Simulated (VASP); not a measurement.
# AlN in VASP: a series of runs, part 2 of 2

VASP 6.6.1. The steps go on from the part before.

## 3. Single point, PBE

INCAR reads:

```
SYSTEM = AlN
  ALGO = Normal
  EDIFF = 1E-6
  ENCUT = 600
  GGA = PE
  GGA_COMPAT = .False.
  ISIF = 2
  ISMEAR = 0
  LASPH = .True.
  LCHARG = .False.
  LREAL = .False.
  LWAVE = .False.
  NBANDS = 16
  NELM = 120
  PREC = Accurate
  SIGMA = 0.01
```

KPOINTS reads:

```
k-points
0
Gamma
  10 10 6
  0 0 0
```

POSCAR reads:

```
AlN
1.0
    3.1297569564      0.0000000289      0.0000000000
   -1.5648785032      2.7104490175      0.0000000000
    0.0000000000      0.0000000000      5.0174032965
Al N
2 2
Direct
    0.6671048053      0.3329323774      0.5000247805
    0.3329323767      0.6671048053      1.0000247803
    0.6639230873      0.3360397295      0.8799752191
    0.3360397288      0.6639230873      0.3799752193
```

Potentials or basis: VASP PAW PBE potentials, release 64 (Al, N).

Started as:

```console
$ cat potpaw_PBE.64/Al/POTCAR potpaw_PBE.64/N/POTCAR > POTCAR
$ mpirun -np 1 vasp_std > vasp.out
```

OUTCAR:

```text
SYSTEM = AlN
   EDIFF = 1E-6
   ENCUT = 600
   GGA = PE
   ISIF = 2
   ISMEAR = 0
   LASPH = .True.
   LREAL = .False.
   NELM = 120
   PREC = Accurate

 ion  position               nearest neighbor table
   1  0.667  0.333  0.500-   4 1.89   3 1.91   4 1.91   4 1.91   2 3.09   2 3.09   2 3.09   2 3.09
                             2 3.09   2 3.09
   2  0.333  0.667  0.000-   3 1.89   4 1.91   3 1.91   3 1.91   1 3.09   1 3.09   1 3.09   1 3.09
                             1 3.09   1 3.09
   3  0.664  0.336  0.880-   2 1.89   1 1.91   2 1.91   2 1.91
   4  0.336  0.664  0.380-   1 1.89   2 1.91   1 1.91   1 1.91

  LATTYP: Found a hexagonal cell.
 ALAT       =     3.1297569564
 C/A-ratio  =     1.6031287306

  Lattice vectors:

 A1 = (   3.1297569564,   0.0000000289,   0.0000000000)
 A2 = (  -1.5648785032,   2.7104490175,   0.0000000000)
 A3 = (   0.0000000000,   0.0000000000,   5.0174032965)

Analysis of symmetry for initial positions (statically):
=====================================================================
 Subroutine PRICEL returns:
 Original cell was already a primitive cell.

 Routine SETGRP: Setting up the symmetry group for a
 hexagonal supercell.

 Subroutine GETGRP returns: Found  2 space group operations
 (whereof  1 operations were pure point group operations)
 out of a pool of 24 trial point group operations.

The static configuration has the point symmetry C_1 .
 The point group associated with its full space group is C_1h.

Analysis of symmetry for dynamics (positions and initial velocities):
=====================================================================
 Subroutine PRICEL returns:
 Original cell was already a primitive cell.

 Routine SETGRP: Setting up the symmetry group for a
 hexagonal supercell.

 Subroutine GETGRP returns: Found  2 space group operations
 (whereof  1 operations were pure point group operations)
 out of a pool of 24 trial point group operations.

The dynamic configuration has the point symmetry C_1 .
[... 127 lines left out ...]
  Thomas-Fermi vector in A             =   2.317783
   LORBIT       =      0    0 simple, 1 ext, 2 COOP (PROOUT), +10 PAW based schemes
   GGA     = PE    functional components
   LHFCALC =     F    Hartree Fock is set to
   AEXX    =    0.0000 exact exchange contribution
   IVDW    =     0    specifies the selected vdW correction
   LEPSILON=     F    determine dielectric tensor
   LRPA    =     F    only Hartree local field effects (RPA)
 non-spin polarized calculation
 Gauss-broadening in eV      SIGMA  =   0.01
  energy-cutoff  :      600.00
  volume of cell :       42.56
 maximum number of plane-waves:      1448
 NGX is ok and might be reduce to    28
   NGX = 13   NGY = 13   NGZ = 21

 number of electron      15.9999998 magnetization

 Free energy of the ion-electron system (eV)
  ---------------------------------------------------
  ext. energy  EPLUGINS =         0.00000000
  ---------------------------------------------------
  free energy    TOTEN  =       -29.78006256 eV

  energy without entropy =      -29.78006256  energy(sigma->0) =      -29.78006256

 E-fermi :   6.0676     XC(G=0): -10.8289

 val. band max:        5.9435448079   @ k =   0.0000   0.0000   0.0000
 cond. band min:      10.0126006968   @ k =   0.0000   0.0000   0.0000
 fundamental gap:      4.0690558888
 Fermi energy:         6.0675864552

 k-point     1 :       0.0000    0.0000    0.0000
  band No.  band energies     occupation
      1      -9.1025      2.00000
      2      -7.0174      2.00000
      3       0.0508      2.00000
      4       5.0966      2.00000
      5       5.1703      2.00000
      6       5.7691      2.00000
[... 433 lines left out ...]
      3       1.7016      2.00000
      4       2.0505      2.00000
      5       2.2178      2.00000
      6       3.8549      2.00000
[... 8 lines left out ...]
     15      18.0889      0.00000
     16      20.3249      0.00000

 [... further k-points ...]

------------------------ aborting loop because EDIFF is reached ----------------------------------------

  FORCE on cell =-STRESS in cart. coord.  units (eV):
  Direction    XX          YY          ZZ          XY          YZ          ZX
  --------------------------------------------------------------------------------------
  -------------------------------------------------------------------------------------
  Total       -0.0315625     -0.2803058      0.1142114     -0.2154180     -0.0009218     -0.0005322
  in kB       -1.1880962    -10.5514407      4.2992145     -8.1088938     -0.0346982     -0.0200330
  external PRESSURE =      -2.4801075 kB  Pullay stress =       0.0000000 kB

 VOLUME and BASIS-vectors are now :
 -----------------------------------------------------------------------------
  energy-cutoff  :      600.00
  volume of cell :       42.56
      direct lattice vectors                 reciprocal lattice vectors
     3.129756956  0.000000029  0.000000000     0.319513626  0.184471282  0.000000000
    -1.564878503  2.710449017  0.000000000    -0.000000003  0.368942558  0.000000000
     0.000000000  0.000000000  5.017403297     0.000000000  0.000000000  0.199306283

 POSITION                                       TOTAL-FORCE (eV/Angst)
 -----------------------------------------------------------------------------------
      1.56688      0.90240      2.50883         0.114625     -0.067987     -0.094124
     -0.00194      1.80815      0.00012        -0.116191      0.065275     -0.094124
      1.55206      0.91082      4.41519         0.180334     -0.102308      0.094124
      0.01276      1.79953      1.90649        -0.178768      0.105020      0.094124
 -----------------------------------------------------------------------------------
    total drift:                                0.000001      0.000002      0.000470

  FREE ENERGIE OF THE ION-ELECTRON SYSTEM (eV)
  ---------------------------------------------------
  free  energy   TOTEN  =       -29.7800625579 eV

  energy  without entropy=      -29.7800625579  energy(sigma->0) =      -29.78006256
```

OSZICAR:

```text
N       E                     dE             d eps       ncg     rms          rms(c)
DAV:   1     0.482361653114E+02    0.48236E+02   -0.79355E+03  5512   0.100E+03
DAV:   2    -0.304218836611E+02   -0.78658E+02   -0.71429E+02  7696   0.207E+02
DAV:   3    -0.344348349098E+02   -0.40130E+01   -0.39994E+01  7096   0.495E+01
DAV:   4    -0.344606303487E+02   -0.25795E-01   -0.25794E-01  6864   0.423E+00
DAV:   5    -0.344609706103E+02   -0.34026E-03   -0.34026E-03  7136   0.484E-01    0.121E+01
DAV:   6    -0.297609612159E+02    0.47000E+01   -0.10679E+01  6872   0.248E+01    0.408E+00
DAV:   7    -0.297920295535E+02   -0.31068E-01   -0.70363E-01  6104   0.594E+00    0.290E+00
DAV:   8    -0.297847565845E+02    0.72730E-02   -0.62645E-02  6424   0.245E+00    0.599E-01
DAV:   9    -0.297795206181E+02    0.52360E-02   -0.12037E-02  7616   0.836E-01    0.251E-01
DAV:  10    -0.297801710243E+02   -0.65041E-03   -0.25303E-03  6128   0.321E-01    0.144E-01
DAV:  11    -0.297800591204E+02    0.11190E-03   -0.24621E-04  6568   0.126E-01    0.335E-02
DAV:  12    -0.297800626817E+02   -0.35613E-05   -0.14651E-05  6344   0.298E-02    0.810E-03
DAV:  13    -0.297800625579E+02    0.12377E-06   -0.57594E-06  6480   0.197E-02
   1 F= -.29780063E+02 E0= -.29780063E+02  d E =-.141674E-71
```

stdout:

```text
POSCAR found type information on POSCAR AlN
 POSCAR found :  2 types and       4 ions
 scaLAPACK will be used
 LDA part: xc-table for (Slater+PW92), standard interpolation
 POSCAR, INCAR and KPOINTS ok, starting setup
 FFT: planning ... GRIDC
 FFT: planning ... GRID_SOFT
 FFT: planning ... GRID
 WAVECAR not read
 entering main loop
```

Wall time 3.1 min (1 thread of AMD EPYC 7R13 (Zen 3), shared host); peak memory 0.22 GiB.

What came out:

| Item | Value |
| --- | --- |
| Free energy | -29.7801 eV |
| Pressure | -0.2 GPa |
| Largest force | 0.228 eV/Å |
| Band gap on the k mesh | 4.07 eV |

Forces on the atoms (eV/Å):
```
Al   0.115 -0.068 -0.094
Al  -0.116  0.065 -0.094
N    0.180 -0.102  0.094
N   -0.179  0.105  0.094
```

Stress tensor (GPa, compression positive):
```
-0.12 -0.81  0.00
-0.81 -1.06  0.00
 0.00  0.00  0.43
```

Levels at points of the mesh, in eV from the valence-band top:
```
           k point  band 6  band 7  band 8  band 9  band 10  band 11
(0.00, 0.00, 0.00)   -0.17   -0.16    0.00    4.07     6.53    10.46
(0.50, 0.00, 0.00)   -2.03   -1.70   -0.66    5.72     5.80     8.03
(0.50, 0.50, 0.00)   -2.00   -1.81   -0.63    5.75     5.88     8.09
(0.00, 0.00, 0.50)   -0.52   -0.47   -0.47    6.33     6.33    10.19
(0.50, 0.00, 0.50)   -1.42   -1.34   -1.34    5.28     5.28     9.17
(0.50, 0.50, 0.50)   -1.39   -1.31   -1.31    5.23     5.23     9.20
```

A k mesh can miss the band edges.

## 4. Single point, PBE

INCAR reads:

```
PREC = Accurate ; ENCUT = 600
EDIFF = 1E-6 ; ISMEAR = -1
SIGMA = 0.01 ; LREAL = F
LASPH = T ; NELM = 120
ALGO = Normal ; ISIF = 2
LWAVE = F ; LCHARG = T
GGA = PE ; LELF = T
LVHAR = T ; NBANDS = 16
GGA_COMPAT = F
```

KPOINTS reads:

```
regular mesh
0
Gamma
  10 10 6
```

POSCAR reads:

```
AlN
1.0
    3.1297569564      0.0000000289      0.0000000000
   -1.5648785032      2.7104490175      0.0000000000
    0.0000000000      0.0000000000      5.0174032965
Al N
2 2
Direct
    0.6671048052      0.3329323772      0.5000247805
    0.3329323765      0.6671048052      1.0000247803
    0.6639230872      0.3360397293      0.8799752191
    0.3360397286      0.6639230872      0.3799752193
```

Started as:

```console
$ cat potpaw_PBE.64/Al/POTCAR potpaw_PBE.64/N/POTCAR > POTCAR
$ mpirun -np 1 vasp_std > vasp.out
```

It took 3.1 min on 1 thread of AMD EPYC 7R13 (Zen 3), shared host; peak memory 0.22 GiB.

It converged, with:

```
Free energy            : -29.7801 eV
Pressure               : -0.2 GPa
Largest force          : 0.228 eV/Å
Band gap on the k mesh : 4.07 eV
```

Forces in eV/Å, atoms in the order of the input:
```
Al   0.115 -0.068 -0.094
Al  -0.116  0.065 -0.094
N    0.180 -0.102  0.094
N   -0.179  0.105  0.094
```

Stress tensor (GPa, compression positive):
```
-0.12 -0.81  0.00
-0.81 -1.06  0.00
 0.00  0.00  0.43
```

Levels at points of the mesh, in eV from the valence-band top:
```tsv
k point	band 4	band 5	band 6	band 7	band 8	band 9	band 10	band 11	band 12	band 13
(0.00, 0.00, 0.00)	-0.85	-0.77	-0.17	-0.16	0.00	4.07	6.53	10.46	11.02	11.10
(0.50, 0.00, 0.00)	-4.06	-3.30	-2.03	-1.70	-0.66	5.72	5.80	8.03	10.18	10.81
(0.50, 0.50, 0.00)	-4.15	-3.24	-2.00	-1.81	-0.63	5.75	5.88	8.09	10.15	10.82
(0.00, 0.00, 0.50)	-3.29	-0.52	-0.52	-0.47	-0.47	6.33	6.33	10.19	10.19	11.35
(0.50, 0.00, 0.50)	-5.49	-1.42	-1.42	-1.34	-1.34	5.28	5.28	9.17	9.17	11.64
(0.50, 0.50, 0.50)	-5.52	-1.39	-1.39	-1.31	-1.31	5.23	5.23	9.20	9.20	11.60
```

A k mesh can miss the band edges.

## 5. Single point, LDA

INCAR reads:

```
ALGO = Normal
EDIFF = 1E-6
ENCUT = 600
GGA_COMPAT = False
ISIF = 2
ISMEAR = -1
LASPH = True
LCHARG = False
LREAL = False
LWAVE = False
NBANDS = 16
NELM = 120
PREC = Accurate
SIGMA = 0.01
```

KPOINTS reads:

```
k-points
0
Gamma
  10 10 6
```

POSCAR is that of step 4.

Potentials or basis: VASP PAW LDA potentials, release 64 (Al, N).

Started as:

```console
$ cat potpaw_LDA.64/Al/POTCAR potpaw_LDA.64/N/POTCAR > POTCAR
$ mpirun -np 1 vasp_std > vasp.out
```

Run time: 1.9 min. Hardware: 1 thread of AMD EPYC 7R13 (Zen 3), shared host; peak memory 0.2 GiB.

It converged, with:

```yaml
Free_energy: -32.8015 eV
Pressure: -7.6 GPa
Largest_force: 0.221 eV/Å
Band_gap_on_the_k_mesh: 4.09 eV
```

Forces on the atoms (eV/Å):
```
Al   0.110 -0.065 -0.086
Al  -0.112  0.063 -0.086
N    0.177 -0.101  0.086
N   -0.176  0.103  0.086
```

Stress tensor (GPa, compression positive):
```
-7.50 -0.76  0.00
-0.76 -8.38  0.00
 0.00  0.00 -6.86
```

Levels at points of the mesh, in eV from the valence-band top:
| k point | band 6 | band 7 | band 8 | band 9 | band 10 | band 11 |
| --- | --- | --- | --- | --- | --- | --- |
| (0.00, 0.00, 0.00) | -0.17 | -0.16 | 0.00 | 4.09 | 6.42 | 10.32 |
| (0.50, 0.00, 0.00) | -2.05 | -1.73 | -0.66 | 5.60 | 5.64 | 7.93 |
| (0.50, 0.50, 0.00) | -2.02 | -1.83 | -0.63 | 5.59 | 5.76 | 7.99 |
| (0.00, 0.00, 0.50) | -0.52 | -0.48 | -0.48 | 6.28 | 6.28 | 10.01 |
| (0.50, 0.00, 0.50) | -1.44 | -1.35 | -1.35 | 5.17 | 5.17 | 8.99 |
| (0.50, 0.50, 0.50) | -1.40 | -1.32 | -1.32 | 5.11 | 5.11 | 9.02 |

Caveat: the cell stands under tension. A k mesh can miss the band edges.

## 6. The runs side by side

| level | potentials or basis | k mesh | cutoff (eV) | smearing | grid for exact exchange (PRECFOCK) | share of exact exchange | screening parameter | gap on the mesh (eV) | pressure (GPa) | largest force (eV/Å) |
| --- | --- | --- | --- | --- | --- | --- | --- | --- | --- | --- |
| HSE06 | VASP PAW PBE potentials, release 64 (Al, N) | 7 × 7 × 4 | 520 | fermi-dirac 0.01 eV | Normal | 0.25 | 0.2079 1/Å | 5.40 | -5.3 | 0.23 |
| PBE | VASP PAW PBE potentials, release 64 (Al, N) | 10 × 10 × 6 | 600 | gaussian 0.01 eV | - | - | - | 4.07 | -0.2 | 0.23 |
| PBE | VASP PAW PBE potentials, release 64 (Al, N) | 10 × 10 × 6 | 600 | fermi-dirac 0.01 eV | - | - | - | 4.07 | -0.2 | 0.23 |
| LDA | VASP PAW LDA potentials, release 64 (Al, N) | 10 × 10 × 6 | 600 | fermi-dirac 0.01 eV | - | - | - | 4.09 | -7.6 | 0.22 |

Alike in all rows: task single point; no spin polarisation; cell as given.

Caveats: the cell stands under tension (at least some runs); the PAW data sets were made with another functional, which shifts forces and pressure a little (at least some runs).

Absolute energies hang on the potentials; compare differences alone.
